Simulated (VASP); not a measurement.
# MgO (P6_3mc) in VASP: dielectric tensor with r2SCAN

Aim: the dielectric tensor of MgO with r2SCAN.

All numbers are computed with VASP 6.6.1; they aren't measurements. Logs are shortened: lines on timing, memory, paths and dates and some standing lists are left out, and cuts for length are marked.

### 1 The cell of the first run

Symmetry: P6_3mc, No. 186, hexagonal system. The conventional cell has a = 3.288 Å, b = 3.288 Å, c = 5.236 Å, α = 90.00°, β = 90.00°, γ = 120.00°. Within 2.6 Å of Mg (site symmetry 3m) lie 4 O at 1.99 to 2.01 Å. O (site symmetry 3m) has 4 Mg at 1.99 to 2.01 Å within 2.6 Å.

### 2 Dielectric tensor, r2SCAN (uniaxial z strain +4.0%)

Contents of INCAR:

```
SYSTEM = MgO
PREC = Accurate
ENCUT = 520
EDIFF = 1E-8
ISMEAR = 0
SIGMA = 0.01
LREAL = .FALSE.
LASPH = .TRUE.
NELM = 60
ALGO = Normal
ISIF = 2
LWAVE = .FALSE.
LCHARG = .FALSE.
METAGGA = R2SCAN
LMIXTAU = .TRUE.
LCALCEPS = .TRUE.
```

Contents of KPOINTS:

```
Automatic mesh
0
G
  9 9 4
  0 0 0
```

Contents of POSCAR:

```
MgO
1.0
    3.2882172281      0.0000000000      0.0000000000
   -1.6441086140      2.8476796527      0.0000000000
    0.0000000000      0.0000000000      5.2357409258
Mg O
2 2
Direct
    0.3333333333      0.6666666667     -0.0046168636
    0.6666666667      0.3333333333      0.4953831364
    0.3333333333      0.6666666667      0.3796168636
    0.6666666667      0.3333333333      0.8796168636
```

Potentials or basis: VASP PAW PBE potentials, release 64 (Mg, O).

Launch:

```sh
> cat potpaw_PBE.64/Mg/POTCAR potpaw_PBE.64/O/POTCAR > POTCAR
> mpirun -np 1 vasp_std > vasp.out
```

OUTCAR:

```text
SYSTEM = MgO
   PREC = Accurate
   ENCUT = 520
   EDIFF = 1E-8
   ISMEAR = 0
   LREAL = .FALSE.
   LASPH = .TRUE.
   NELM = 60
   ISIF = 2
   METAGGA = R2SCAN

 ion  position               nearest neighbor table
   1  0.333  0.667  0.995-   4 1.99   4 1.99   4 1.99   3 2.01   2 3.23   2 3.23   2 3.23   2 3.23
                             2 3.23   2 3.23
   2  0.667  0.333  0.495-   3 1.99   3 1.99   3 1.99   4 2.01   1 3.23   1 3.23   1 3.23   1 3.23
                             1 3.23   1 3.23
   3  0.333  0.667  0.380-   2 1.99   2 1.99   2 1.99   1 2.01
   4  0.667  0.333  0.880-   1 1.99   1 1.99   1 1.99   2 2.01

  LATTYP: Found a hexagonal cell.
 ALAT       =     3.2882172281
 C/A-ratio  =     1.5922734304

  Lattice vectors:

 A1 = (   3.2882172281,   0.0000000000,   0.0000000000)
 A2 = (  -1.6441086140,   2.8476796527,   0.0000000000)
 A3 = (   0.0000000000,   0.0000000000,   5.2357409258)

Analysis of symmetry for initial positions (statically):
=====================================================================
 Subroutine PRICEL returns:
 Original cell was already a primitive cell.

 Routine SETGRP: Setting up the symmetry group for a
 hexagonal supercell.

 Subroutine GETGRP returns: Found 12 space group operations
 (whereof  6 operations were pure point group operations)
 out of a pool of 24 trial point group operations.

The static configuration has the point symmetry C_3v.
 The point group associated with its full space group is C_6v.

Analysis of symmetry for dynamics (positions and initial velocities):
=====================================================================
 Subroutine PRICEL returns:
 Original cell was already a primitive cell.

 Routine SETGRP: Setting up the symmetry group for a
 hexagonal supercell.

 Subroutine GETGRP returns: Found 12 space group operations
 (whereof  6 operations were pure point group operations)
 out of a pool of 24 trial point group operations.

The dynamic configuration has the point symmetry C_3v.
 The point group associated with its full space group is C_6v.

 Subroutine INISYM returns: Found 12 space group operations
 (whereof  6 operations are pure point group operations),
 and found     1 'primitive' translations

----------------------------------------------------------------------------------------

                                     Primitive cell

  volume of cell :      49.0264

  direct lattice vectors                    reciprocal lattice vectors
     3.288217228  0.000000000  0.000000000     0.304116161  0.175581547  0.000000000
    -1.644108614  2.847679653  0.000000000     0.000000000  0.351163095  0.000000000
     0.000000000  0.000000000  5.235740926     0.000000000  0.000000000  0.190994935

  length of vectors
     3.288217228  3.288217228  5.235740926     0.351163095  0.351163095  0.190994935

  position of ions in fractional coordinates (direct lattice)
     0.333333333  0.666666667  0.995383136
     0.666666667  0.333333333  0.495383136
     0.333333333  0.666666667  0.379616864
     0.666666667  0.333333333  0.879616864

  ion indices of the primitive-cell ions
   primitive index   ion index
                 1           1
                 2           2
                 3           3
                 4           4

----------------------------------------------------------------------------------------

 KPOINTS: Automatic mesh

Automatic generation of k-mesh.
 Grid dimensions read from file:
 generate k-points for:    9    9    4

 Generating k-lattice:

  Cartesian coordinates                     Fractional coordinates (reciprocal lattice)
     0.033790685  0.019509061  0.000000000     0.111111111  0.000000000  0.000000000
     0.000000000  0.039018122  0.000000000     0.000000000  0.111111111  0.000000000
     0.000000000  0.000000000  0.047748734     0.000000000  0.000000000  0.250000000

  Length of vectors
     0.039018122  0.039018122  0.047748734

[... 55 lines left out ...]
   EDIFFG = 0.1E-06   stopping-criterion for IOM
   NSW    =      0    number of steps for IOM
   IBRION =     -1    ionic relax: 0-MD 1-quasi-New 2-CG
   NFREE  =      0    steps in history (QN), initial steepest desc. (CG)
   ISIF   =      2    stress and relaxation
   ISYM   =      2    0-nonsym 1-usesym 2-fastsym
   POTIM  = 0.5000    time-step for ionic-motion
   TEBEG  =    0.0;   TEEND  =   0.0 temperature during run
   PSTRESS=    0.0 pullay stress
   NELECT =      16.0000    total number of electrons
   NUPDOWN=      -1.0000    fix difference up-down
   EMIN   =  10.00;   EMAX   =-10.00  energy-range for DOS
   EFERMI =   0.00;   METHOD = LEGACY
   ISMEAR =     0;   SIGMA  =   0.01  broadening in eV -4-tet -1-fermi 0-gaus
   EFERMI_NEDOS =   21; number of points for ismear=-14 and -15
   IALGO  =     38    algorithm
   IMIX   =      4    mixing-type and parameters
     AMIX     =   0.40;   BMIX     =  1.00
     AMIX_MAG =   1.60;   BMIX_MAG =  1.00
  volume/ion in A,a.u.               =      12.26        82.71
  Fermi-wavevector in a.u.,A,eV,Ry     =   1.127124  2.129955 17.284947  1.270408
  Thomas-Fermi vector in A             =   2.263808
   LORBIT       =      0    0 simple, 1 ext, 2 COOP (PROOUT), +10 PAW based schemes
   METAGGA = R2SCAN    functional components
   LHFCALC =     F    Hartree Fock is set to
   AEXX    =    0.0000 exact exchange contribution
   IVDW    =     0    specifies the selected vdW correction
   LEPSILON=     F    determine dielectric tensor
   LRPA    =     F    only Hartree local field effects (RPA)
   LRPA       =     F
 non-spin polarized calculation
 Gauss-broadening in eV      SIGMA  =   0.01
  energy-cutoff  :      520.00
  volume of cell :       49.03
 maximum number of plane-waves:      1341
   NGX = 13   NGY = 13   NGZ = 19

 Total electronic dipole moment: p[elc]=(    -0.00000     0.00000    -0.40105 ) |e| Angst

 number of electron      16.0000009 magnetization

 Free energy of the ion-electron system (eV)
  ---------------------------------------------------
  ext. energy  EPLUGINS =         0.00000000
  ---------------------------------------------------
  free energy    TOTEN  =       -31.81538392 eV

  energy without entropy =      -31.81538392  energy(sigma->0) =      -31.81538392

 E-fermi :   0.3750     XC(G=0): -10.0213

 val. band max:        0.3200944805   @ k =   0.0000   0.0000   0.0000
 cond. band min:   10000.0000000000   @ k =   0.0000   0.0000   0.0000
 fundamental gap:   9999.6799055195
 Fermi energy:         0.3749641736

 k-point     1 :       0.0000    0.0000    0.0000
  band No.  band energies     occupation
      1     -16.5629      2.00000
      2     -15.9194      2.00000
      3      -2.7268      2.00000
      4      -0.0917      2.00000
      5      -0.0917      2.00000
      6       0.1566      2.00000
      7       0.1566      2.00000
      8       0.3201      2.00000
      9   10000.0000      0.00000
     10   10000.0000      0.00000
     11   10000.0000      0.00000
     12   10000.0000      0.00000
[... 331 lines left out ...]
 k-point    24 :       0.3333    0.3333    0.2500
  band No.  band energies     occupation
      1     -15.8264      2.00000
      2     -15.8264      2.00000
      3      -1.9337      2.00000
      4      -1.7221      2.00000
      5      -1.7221      2.00000
      6      -1.0771      2.00000
      7      -0.2661      2.00000
      8      -0.2661      2.00000
      9   10000.0000      0.00000
     10   10000.0000      0.00000
     11   10000.0000      0.00000
     12   10000.0000      0.00000

 [... further k-points ...]

------------------------ aborting loop because EDIFF is reached ----------------------------------------

            Ionic dipole moment: p[ion]=(     0.00000     0.00000    13.28273 ) |e| Angst

 Total electronic dipole moment: p[elc]=(    -0.00000    -0.00000    -0.39607 ) |e| Angst

 MACROSCOPIC STATIC DIELECTRIC TENSOR (including local field effects)
 ------------------------------------------------------
           2.763825     0.000000     0.000000
           0.000000     2.763825     0.000000
           0.000000     0.000000     2.840653
 ------------------------------------------------------

 PIEZOELECTRIC TENSOR (including local field effects) (e Angst)
          XX          YY          ZZ          XY          YZ          ZX
  --------------------------------------------------------------------------------
  x     0.00000     0.00000     0.00000     0.00000     0.00000     0.26114
  y     0.00000    -0.00000     0.00000     0.00000     0.26114     0.00000
  z     0.21575     0.21575    -0.30655     0.00000     0.00000     0.00000

 PIEZOELECTRIC TENSOR (including local field effects) (C/m^2)
          XX          YY          ZZ          XY          YZ          ZX
  --------------------------------------------------------------------------------
  x     0.00000     0.00000     0.00000     0.00000     0.00000     0.08534
  y     0.00000    -0.00000     0.00000     0.00000     0.08534     0.00000
  z     0.07051     0.07051    -0.10018     0.00000     0.00000     0.00000

 BORN EFFECTIVE CHARGES (including local field effects) (in |e|, cummulative output)
 ---------------------------------------------------------------------------------
 ion    1
    1     1.81444     0.00000     0.00000
    2     0.00000     1.81444    -0.00000
    3     0.00000     0.00000     1.88846
 ion    2
    1     1.81444     0.00000     0.00000
    2     0.00000     1.81444     0.00000
    3    -0.00000    -0.00000     1.88846
 ion    3
    1    -1.81444    -0.00000     0.00000
    2    -0.00000    -1.81444    -0.00000
    3     0.00000     0.00000    -1.88846
 ion    4
    1    -1.81444    -0.00000     0.00000
    2    -0.00000    -1.81444     0.00000
    3    -0.00000    -0.00000    -1.88846

  FORCE on cell =-STRESS in cart. coord.  units (eV):
  Direction    XX          YY          ZZ          XY          YZ          ZX
  --------------------------------------------------------------------------------------
  -------------------------------------------------------------------------------------
  Total       -1.1984490     -1.1984490     -1.8995709     -0.0000000      0.0000000      0.0000000
  in kB      -39.1651998    -39.1651998    -62.0777978     -0.0000000      0.0000000      0.0000000
  external PRESSURE =     -46.8027325 kB  Pullay stress =       0.0000000 kB

 VOLUME and BASIS-vectors are now :
 -----------------------------------------------------------------------------
  energy-cutoff  :      520.00
  volume of cell :       49.03
      direct lattice vectors                 reciprocal lattice vectors
     3.288217228  0.000000000  0.000000000     0.304116161  0.175581547  0.000000000
    -1.644108614  2.847679653  0.000000000     0.000000000  0.351163095  0.000000000
     0.000000000  0.000000000  5.235740926     0.000000000  0.000000000  0.190994935

 POSITION                                       TOTAL-FORCE (eV/Angst)
 -----------------------------------------------------------------------------------
     -0.00000      1.89845      5.21157         0.000000     -0.000000      0.002977
      1.64411      0.94923      2.59370        -0.000000      0.000000      0.002977
     -0.00000      1.89845      1.98758         0.000000     -0.000000     -0.002977
      1.64411      0.94923      4.60545        -0.000000      0.000000     -0.002977
 -----------------------------------------------------------------------------------
    total drift:                                0.000000      0.000001     -0.006123

  FREE ENERGIE OF THE ION-ELECTRON SYSTEM (eV)
  ---------------------------------------------------
  free  energy   TOTEN  =       -31.8153839179 eV

  energy  without entropy=      -31.8153839179  energy(sigma->0) =      -31.81538392
```

Wall time 45 min (1 thread of Intel Xeon 8259CL, shared host); peak memory 0.51 GiB.

Results:

```yaml
Band_gap_on_the_k_mesh: 4.13 eV
Electronic_dielectric_tensor_diagonal: 2.76, 2.76, 2.84
Born_charges_mean_of_the_diagonal: Mg +1.84; O -1.84 e
```

Electronic dielectric tensor:
```
2.76 0.00 0.00
0.00 2.76 0.00
0.00 0.00 2.84
```

Born effective charge tensors (e):
atom 1, Mg
```
1.81 0.00 0.00
0.00 1.81 0.00
0.00 0.00 1.89
```
atom 2, Mg
```
1.81 0.00 0.00
0.00 1.81 0.00
0.00 0.00 1.89
```
atom 3, O
```
-1.81  0.00  0.00
 0.00 -1.81  0.00
 0.00  0.00 -1.89
```
atom 4, O
```
-1.81  0.00  0.00
 0.00 -1.81  0.00
 0.00  0.00 -1.89
```

Dipole moments of the cell (e·Å, modulo the quantum): ionic 0.000, 0.000, 13.283; electronic 0.000, 0.000, -0.396

Caveat: the cell differs from its parent crystal (uniaxial z strain +4.0%); the structure was generated, so it needn't be the stable form of MgO; the PAW data sets were made with another functional, which shifts forces and pressure a little.

The gap in the log of VASP goes by the Fermi energy; the results here count the filled bands.